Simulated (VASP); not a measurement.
# Si in VASP: notebook

Si is run at these levels: PBE+D3(BJ); tasks: single point.

Everything below comes from runs of VASP 6.6.1. Logs are shortened: lines on timing, memory, paths and dates and some standing lists are left out, and cuts for length are marked.

## 1. The cell of the first run

The cell holds a slab with vacuum, 4 atoms: a = 3.847 Å, b = 3.847 Å, c = 18.445 Å, α = 90.00°, β = 90.00°, γ = 120.00°.

## 2. Single point, PBE+D3(BJ) (layers slid over each other)

INCAR

```
SYSTEM = Si
PREC = Accurate
ENCUT = 520
EDIFF = 1E-6
ISMEAR = 0
SIGMA = 0.1
LREAL = .FALSE.
LASPH = .TRUE.
NELM = 80
ALGO = Normal
ISIF = 2
LWAVE = .FALSE.
LCHARG = .FALSE.
LDIPOL = .TRUE.
IDIPOL = 3
DIPOL = 0.5 0.5 0.385
GGA = PE
IVDW = 12
NBANDS = 16
```

KPOINTS

```
regular mesh
0
G
  9 9 1
  0 0 0
```

POSCAR

```
Si
1.0
    3.8472023583      0.0000000000      0.0000000000
   -1.9236011792      3.3317749758      0.0000000000
    0.0000000000      0.0000000000     18.4446971468
Si
4
Direct
    0.3333333333      0.6666666667      0.2695814702
    0.6666666667      0.3333333333      0.2439725610
    0.0000000000      1.3333333333      0.5256089091
    0.3333333333      1.0000000000      0.5000000000
```

Potentials or basis: VASP PAW PBE potentials, release 64 (Si).

Command:

```bash
> cat potpaw_PBE.64/Si/POTCAR > POTCAR
> mpirun -np 1 vasp_std > vasp.out
```

OUTCAR:

```text
SYSTEM = Si
   PREC = Accurate
   ENCUT = 520
   EDIFF = 1E-6
   ISMEAR = 0
   LREAL = .FALSE.
   LASPH = .TRUE.
   NELM = 80
   ISIF = 2
   GGA = PE
   IVDW = 12
 IVDW          = 12

 ion  position               nearest neighbor table
   1  0.333  0.667  0.270-   2 2.27   2 2.27   2 2.27
   2  0.667  0.333  0.244-   1 2.27   1 2.27   1 2.27
   3  0.000  0.333  0.526-   4 2.27   4 2.27   4 2.27
   4  0.333  0.000  0.500-   3 2.27   3 2.27   3 2.27

  LATTYP: Found a hexagonal cell.
 ALAT       =     3.8472023583
 C/A-ratio  =     4.7943142650

  Lattice vectors:

 A1 = (   3.8472023583,   0.0000000000,   0.0000000000)
 A2 = (  -1.9236011792,   3.3317749758,   0.0000000000)
 A3 = (   0.0000000000,   0.0000000000,  18.4446971468)

Analysis of symmetry for initial positions (statically):
=====================================================================
 Subroutine PRICEL returns:
 Original cell was already a primitive cell.

 Routine SETGRP: Setting up the symmetry group for a
 hexagonal supercell.

 Subroutine GETGRP returns: Found  2 space group operations
 (whereof  1 operations were pure point group operations)
 out of a pool of 24 trial point group operations.

The static configuration has the point symmetry C_1 .
 The point group associated with its full space group is S_2 .

Analysis of symmetry for dynamics (positions and initial velocities):
=====================================================================
 Subroutine PRICEL returns:
 Original cell was already a primitive cell.

 Routine SETGRP: Setting up the symmetry group for a
 hexagonal supercell.

 Subroutine GETGRP returns: Found  2 space group operations
 (whereof  1 operations were pure point group operations)
 out of a pool of 24 trial point group operations.

The dynamic configuration has the point symmetry C_1 .
 The point group associated with its full space group is S_2 .

 Subroutine INISYM returns: Found  2 space group operations
 (whereof  1 operations are pure point group operations),
 and found     1 'primitive' translations

----------------------------------------------------------------------------------------

                                     Primitive cell

  volume of cell :     236.4244

  direct lattice vectors                    reciprocal lattice vectors
     3.847202358  0.000000000  0.000000000     0.259929140  0.150070159  0.000000000
    -1.923601179  3.331774976  0.000000000     0.000000000  0.300140318  0.000000000
     0.000000000  0.000000000 18.444697147     0.000000000  0.000000000  0.054216125

  length of vectors
     3.847202358  3.847202358 18.444697147     0.300140318  0.300140318  0.054216125

  position of ions in fractional coordinates (direct lattice)
     0.333333333  0.666666667  0.269581470
     0.666666667  0.333333333  0.243972561
     0.000000000  0.333333333  0.525608909
     0.333333333  0.000000000  0.500000000

  ion indices of the primitive-cell ions
   primitive index   ion index
                 1           1
                 2           2
                 3           3
                 4           4

----------------------------------------------------------------------------------------

 KPOINTS: regular mesh

Automatic generation of k-mesh.
 Grid dimensions read from file:
 generate k-points for:    9    9    1

 Generating k-lattice:

  Cartesian coordinates                     Fractional coordinates (reciprocal lattice)
     0.028881016  0.016674462  0.000000000     0.111111111 -0.000000000  0.000000000
     0.000000000  0.033348924  0.000000000     0.000000000  0.111111111  0.000000000
     0.000000000  0.000000000  0.054216125     0.000000000  0.000000000  1.000000000

  Length of vectors
     0.033348924  0.033348924  0.054216125

  Shift w.r.t. Gamma in fractional coordinates (k-lattice)
     0.000000000  0.000000000  0.000000000

 Subroutine IBZKPT returns following result:
 ===========================================

 Found     41 irreducible k-points:

 Following reciprocal coordinates:
            Coordinates               Weight
  0.000000  0.000000  0.000000      1.000000
  0.111111  0.000000  0.000000      2.000000
  0.000000  0.111111  0.000000      2.000000
 -0.111111  0.111111  0.000000      2.000000
  0.222222 -0.000000  0.000000      2.000000
  0.000000  0.222222  0.000000      2.000000
[... 16 lines left out ...]
  0.333333  0.111111  0.000000      2.000000
 -0.111111  0.444444  0.000000      2.000000
 [... further k-points ...]
   k-points           NKPTS =     41   k-points in BZ     NKDIM =     41   number of bands    NBANDS=     16
   number of dos      NEDOS =    301   number of ions     NIONS =      4
   total plane-waves  NPLWV = 126000
   dimension x,y,z NGX =    30 NGY =   30 NGZ =  140
   dimension x,y,z NGXF=    60 NGYF=   60 NGZF=  280
   ions per type =               4
   NGX,Y,Z   is equivalent  to a cutoff of  12.96, 12.96, 12.62 a.u.
   NGXF,Y,Z  is equivalent  to a cutoff of  25.93, 25.93, 25.24 a.u.
 SYSTEM =  Si
   PREC   = accura    normal or accurate (medium, high low for compatibility)
   ISTART =      0    job   : 0-new  1-cont  2-samecut
   ICHARG =      2    charge: 1-file 2-atom 10-const
   ISPIN  =      1    spin polarized calculation?
   LNONCOLLINEAR =      F non collinear calculations
   LSORBIT =      F    spin-orbit coupling
   LASPH  =      T    aspherical Exc in radial PAW
   ENCUT  =  520.0 eV  38.22 Ry    6.18 a.u.   7.15  7.15 34.29*2*pi/ulx,y,z
   NELM   =     80;   NELMIN=  2; NELMDL= -5     # of ELM steps
   EDIFF  = 0.1E-05   stopping-criterion for ELM
   LREAL  =      F    real-space projection
   EDIFFG = 0.1E-04   stopping-criterion for IOM
   NSW    =      0    number of steps for IOM
   IBRION =     -1    ionic relax: 0-MD 1-quasi-New 2-CG
   NFREE  =      0    steps in history (QN), initial steepest desc. (CG)
   ISIF   =      2    stress and relaxation
   ISYM   =      2    0-nonsym 1-usesym 2-fastsym
   POTIM  = 0.5000    time-step for ionic-motion
   TEBEG  =    0.0;   TEEND  =   0.0 temperature during run
   PSTRESS=    0.0 pullay stress
   NELECT =      16.0000    total number of electrons
   NUPDOWN=      -1.0000    fix difference up-down
   EMIN   =  10.00;   EMAX   =-10.00  energy-range for DOS
   EFERMI =   0.00;   METHOD = LEGACY
   ISMEAR =     0;   SIGMA  =   0.10  broadening in eV -4-tet -1-fermi 0-gaus
   EFERMI_NEDOS =   21; number of points for ismear=-14 and -15
   IALGO  =     38    algorithm
   IMIX   =      4    mixing-type and parameters
     AMIX     =   0.40;   BMIX     =  1.00
     AMIX_MAG =   1.60;   BMIX_MAG =  1.00
  volume/ion in A,a.u.               =      59.11       398.87
  Fermi-wavevector in a.u.,A,eV,Ry     =   0.667141  1.260713  6.055636  0.445077
  Thomas-Fermi vector in A             =   1.741657
   LORBIT       =      0    0 simple, 1 ext, 2 COOP (PROOUT), +10 PAW based schemes
   GGA     = PE    functional components
   LHFCALC =     F    Hartree Fock is set to
   AEXX    =    0.0000 exact exchange contribution
   IVDW    =    12    specifies the selected vdW correction
   LEPSILON=     F    determine dielectric tensor
   LRPA    =     F    only Hartree local field effects (RPA)
 non-spin polarized calculation
 Gauss-broadening in eV      SIGMA  =   0.10
  energy-cutoff  :      520.00
  volume of cell :      236.42
 maximum number of plane-waves:      6399
 NGX is ok and might be reduce to    30
   NGX = 15   NGY = 15   NGZ = 69

 dipolmoment           0.000000      0.000000      0.000234 electrons x Angstroem

 number of electron      16.0000001 magnetization

 dipolmoment           0.000000      0.000000     -0.000003 electrons x Angstroem

 Free energy of the ion-electron system (eV)
  ---------------------------------------------------
  ext. energy  EPLUGINS =         0.00000000
  ---------------------------------------------------
  free energy    TOTEN  =       -19.15687595 eV

  energy without entropy =      -19.15615591  energy(sigma->0) =      -19.15651593

 E-fermi :  -1.0012     XC(G=0):  -4.2641

 val. band max:       -1.1175560312   @ k =   0.3333   0.3333   0.0000
 cond. band min:      -0.8848365553   @ k =   0.3333   0.3333   0.0000
 fundamental gap:      0.2327194758
 Fermi energy:        -1.0011954089

 k-point     1 :       0.0000    0.0000    0.0000
  band No.  band energies     occupation
      1     -12.1269      2.00000
      2     -12.0689      2.00000
      3      -4.5035      2.00000
      4      -3.8929      2.00000
      5      -2.1876      2.00000
      6      -2.1866      2.00000
[... 8 lines left out ...]
     15       2.0648      0.00000
     16       2.4083      0.00000

 k-point     2 :       0.1111    0.0000    0.0000
  band No.  band energies     occupation
      1     -11.9813      2.00000
      2     -11.9236      2.00000
      3      -4.3992      2.00000
      4      -3.8320      2.00000
      5      -3.1599      2.00000
      6      -3.1011      2.00000
[... 8 lines left out ...]
     15       2.5753      0.00000
     16       2.5832      0.00000

 k-point     3 :       0.0000    0.1111    0.0000
  band No.  band energies     occupation
      1     -11.9812      2.00000
      2     -11.9236      2.00000
      3      -4.3969      2.00000
      4      -3.8357      2.00000
      5      -3.1585      2.00000
      6      -3.1014      2.00000
[... 8 lines left out ...]
     15       2.5697      0.00000
     16       2.5894      0.00000
[... 362 lines left out ...]
 k-point    23 :       0.3333    0.1111    0.0000
  band No.  band energies     occupation
      1     -10.3447      2.00000
      2     -10.2937      2.00000
      3      -7.3854      2.00000
      4      -7.3413      2.00000
      5      -4.0820      2.00000
      6      -4.0440      2.00000
[... 8 lines left out ...]
     15       4.7820      0.00000
     16       5.0489      0.00000

 k-point    24 :      -0.1111    0.4444    0.0000
  band No.  band energies     occupation
      1     -10.3427      2.00000
      2     -10.2950      2.00000
      3      -7.3888      2.00000
      4      -7.3392      2.00000
      5      -4.0756      2.00000
      6      -4.0494      2.00000
[... 8 lines left out ...]
     15       4.6716      0.00000
     16       5.0679      0.00000

 [... further k-points ...]

------------------------ aborting loop because EDIFF is reached ----------------------------------------

 vacuum level on the upper side and lower side of the slab       (xc-potential included)        -0.143        -0.143

 Edisp (eV)   -0.92886

 E8    (eV) :    -0.3933

  FORCE on cell =-STRESS in cart. coord.  units (eV):
  Direction    XX          YY          ZZ          XY          YZ          ZX
  --------------------------------------------------------------------------------------
  -------------------------------------------------------------------------------------
  Total      -0.12974    -0.11585    -0.75582     0.02210    -0.07932     0.02496
  in kB      -0.87919    -0.78505    -5.12197     0.14976    -0.53751     0.16914
  external pressure =       -2.26 kB  Pullay stress =        0.00 kB

 VOLUME and BASIS-vectors are now :
 -----------------------------------------------------------------------------
  energy-cutoff  :      520.00
  volume of cell :      236.42
      direct lattice vectors                 reciprocal lattice vectors
     3.847202358  0.000000000  0.000000000     0.259929140  0.150070159  0.000000000
    -1.923601179  3.331774976  0.000000000     0.000000000  0.300140318  0.000000000
     0.000000000  0.000000000 18.444697147     0.000000000  0.000000000  0.054216125

 POSITION                                       TOTAL-FORCE (eV/Angst)
 -----------------------------------------------------------------------------------
     -0.00000      2.22118      4.97235        -0.009880      0.013203      0.118736
      1.92360      1.11059      4.50000         0.003273      0.004459      0.043720
     -0.64120      1.11059      9.69470        -0.003273     -0.004459     -0.043720
      1.28240      0.00000      9.22235         0.009880     -0.013203     -0.118736
 -----------------------------------------------------------------------------------
    total drift:                                0.000000      0.000000     -0.000032

  FREE ENERGIE OF THE ION-ELECTRON SYSTEM (eV)
  ---------------------------------------------------
  free  energy   TOTEN  =       -20.0857329673 eV

  energy  without entropy=      -20.0850129286  energy(sigma->0) =      -20.08537295

 vacuum level on the upper side and lower side of the slab         3.509         3.511
```

Wall time 7.3 min (1 thread of Intel Xeon Platinum 8375C at 2.90GHz (Ice Lake), shared host); peak memory 0.4 GiB.

Results:

| Property | Result |
| --- | --- |
| Free energy | -20.0857 eV |
| Largest force | 0.120 eV/Å |
| Band gap on the k mesh | 0.23 eV |
| Dispersion energy per atom | -0.232 eV |

Forces on the atoms (eV/Å):
```
Si  -0.010  0.013  0.119
Si   0.003  0.004  0.044
Si  -0.003 -0.004 -0.044
Si   0.010 -0.013 -0.119
```

Caveat: the cell differs from its parent crystal (layers slid over each other).

## 3. Single point, PBE+D3(BJ) (layers slid over each other)

INCAR

```
SYSTEM = Si
PREC     = Accurate       ! precision mode
ENCUT    = 520            ! plane-wave cutoff, eV
EDIFF    = 1E-6           ! SCF threshold, eV
ISMEAR   = 0              ! smearing method
SIGMA    = 0.1            ! smearing width, eV
LREAL    = .False.        ! projectors in reciprocal space
LASPH    = .True.         ! aspherical terms in the spheres
NELM     = 100            ! most SCF steps
ALGO     = Normal         ! electronic algorithm
ISIF     = 2              ! what is computed and relaxed
LWAVE    = .False.        ! write WAVECAR
LCHARG   = .False.        ! write CHGCAR
LDIPOL   = .True.       
IDIPOL   = 3            
DIPOL    = 0.5 0.5 0.385
GGA      = PE             ! functional
IVDW     = 12             ! dispersion correction
NBANDS   = 16             ! bands
```

KPOINTS

```
Automatic mesh
0
Gamma
  9 9 1
  0 0 0
```

Changes to POSCAR since step 2:

```diff
@@ -10,3 +10,3 @@
     0.6666666667      0.3333333333      0.2439725610
-    0.0000000000      1.3333333333      0.5256089091
-    0.3333333333      1.0000000000      0.5000000000
+    0.0000000000      1.1666666667      0.5256089091
+    0.3333333333      0.8333333333      0.5000000000
```

Potentials or basis: VASP PAW PBE potentials, release 64 (Si).

Command:

```bash
> cat potpaw_PBE.64/Si/POTCAR > POTCAR
> mpirun -np 1 vasp_std > vasp.out
```

Run time: 6.8 min. Hardware: 1 thread of Intel Xeon Platinum 8375C at 2.90GHz (Ice Lake), shared host; peak memory 0.4 GiB.

The run converged. Its results:

```yaml
Free_energy: -20.0989 eV
Largest_force: 0.152 eV/Å
Band_gap_on_the_k_mesh: 0.11 eV
Dispersion_energy_per_atom: -0.232 eV
```

Forces in eV/Å, atoms in the order of the input:
```
Si  -0.008  0.013  0.152
Si   0.000  0.003  0.040
Si   0.000 -0.003 -0.040
Si   0.008 -0.013 -0.152
```

Levels at points of the mesh, in eV from the valence-band top:
| k point | band 5 | band 6 | band 7 | band 8 | band 9 | band 10 | band 11 | band 12 |
| --- | --- | --- | --- | --- | --- | --- | --- | --- |
| (0.00, 0.00, 0.00) | -1.14 | -1.13 | -1.13 | -1.12 | 2.10 | 2.13 | 2.23 | 3.09 |

Caveat: the cell differs from its parent crystal (layers slid over each other).

## 4. Single point, PBE+D3(BJ) (layers slid over each other)

INCAR

```
SYSTEM = Si
PREC = Accurate ; ENCUT = 520
EDIFF = 1E-6 ; ISMEAR = 0
SIGMA = 0.1 ; LREAL = .FALSE.
LASPH = .TRUE. ; NELM = 100
ALGO = Normal ; ISIF = 2
LWAVE = .FALSE. ; LCHARG = .TRUE.
LDIPOL = .TRUE. ; IDIPOL = 3
DIPOL = 0.5 0.5 0.385 ; GGA = PE
IVDW = 12 ; LELF = .TRUE.
LVHAR = .TRUE. ; LVACPOTAV = .TRUE.
NBANDS = 16
```

KPOINTS

```
Automatic mesh
0
G
  9 9 1
  0 0 0
```

Changes to POSCAR since step 3:

```diff
@@ -10,3 +10,3 @@
     0.6666666667      0.3333333333      0.2439725610
-    0.0000000000      1.1666666667      0.5256089091
-    0.3333333333      0.8333333333      0.5000000000
+    0.1666666667      1.6666666667      0.5256089091
+    0.5000000000      1.3333333333      0.5000000000
```

Command:

```bash
> cat potpaw_PBE.64/Si/POTCAR > POTCAR
> mpirun -np 1 vasp_std > vasp.out
```

Wall time 7 min (1 thread of Intel Xeon Platinum 8375C at 2.90GHz (Ice Lake), shared host); peak memory 0.4 GiB.

Results (log left out):

```yaml
Free_energy: -20.0764 eV
Largest_force: 0.097 eV/Å
Band_gap_on_the_k_mesh: 0.38 eV
Dispersion_energy_per_atom: -0.232 eV
```

Forces on the atoms (eV/Å):
```
Si   0.008 -0.005  0.096
Si   0.007  0.000  0.039
Si  -0.007  0.000 -0.039
Si  -0.008  0.005 -0.096
```

Levels at points of the mesh, in eV from the valence-band top:
```csv
k point,band 6,band 7,band 8,band 9,band 10,band 11
"(0.00, 0.00, 0.00)",-1.00,-0.99,-0.98,2.22,2.27,2.40
```

Caveat: the cell differs from its parent crystal (layers slid over each other).

## 5. Single point, PBE+D3(BJ) (layers slid over each other)

INCAR

```
SYSTEM = Si
PREC = Accurate
ENCUT = 520
EDIFF = 1E-6
ISMEAR = 0
SIGMA = 0.1
LREAL = .FALSE.
LASPH = .TRUE.
NELM = 80
ALGO = Normal
ISIF = 2
LWAVE = .FALSE.
LCHARG = .TRUE.
LDIPOL = .TRUE.
IDIPOL = 3
DIPOL = 0.5 0.5 0.385
GGA = PE
IVDW = 12
LELF = .TRUE.
LVHAR = .TRUE.
LVACPOTAV = .TRUE.
NBANDS = 16
```

KPOINTS

```
regular mesh
0
G
  9 9 1
  0 0 0
```

Changes to POSCAR since step 4:

```diff
@@ -10,3 +10,3 @@
     0.6666666667      0.3333333333      0.2439725610
-    0.1666666667      1.6666666667      0.5256089091
-    0.5000000000      1.3333333333      0.5000000000
+    0.5000000000      1.3333333333      0.5256089091
+    0.8333333333      1.0000000000      0.5000000000
```

Command:

```bash
> cat potpaw_PBE.64/Si/POTCAR > POTCAR
> mpirun -np 1 vasp_std > vasp.out
```

Run time: 7.9 min. Hardware: 1 thread of Intel Xeon Platinum 8375C at 2.90GHz (Ice Lake), shared host; peak memory 0.4 GiB.

It converged, with:

```
Free energy                : -20.0805 eV
Largest force              : 0.107 eV/Å
Band gap on the k mesh     : 0.20 eV
Dispersion energy per atom : -0.232 eV
```

Forces in eV/Å, atoms in the order of the input:
```
Si   0.012  0.004  0.107
Si  -0.003  0.001  0.050
Si   0.003 -0.001 -0.050
Si  -0.012 -0.004 -0.107
```

Levels at points of the mesh, in eV from the valence-band top:
```
           k point  band 4  band 5  band 6  band 7  band 8  band 9  band 10  band 11  band 12  band 13
(0.00, 0.00, 0.00)   -2.79   -1.08   -1.08   -1.07   -1.06    2.16     2.18     2.30     3.14     3.15
```

Caveat: the cell differs from its parent crystal (layers slid over each other).

## 6. Overview

```csv
cell,gap on the mesh (eV),largest force (eV/Å)
"as given, atomic positions A",0.23,0.12
"as given, atomic positions B",0.11,0.15
"as given, atomic positions C",0.38,0.10
"as given, atomic positions D",0.20,0.11
```

Alike in all rows: task single point; level PBE+D3(BJ); potentials or basis VASP PAW PBE potentials, release 64 (Si); no spin polarisation; k mesh 9 × 9 × 1; cutoff (eV) 520; smearing gaussian 0.1 eV.

Absolute energies hang on the potentials; compare differences alone.
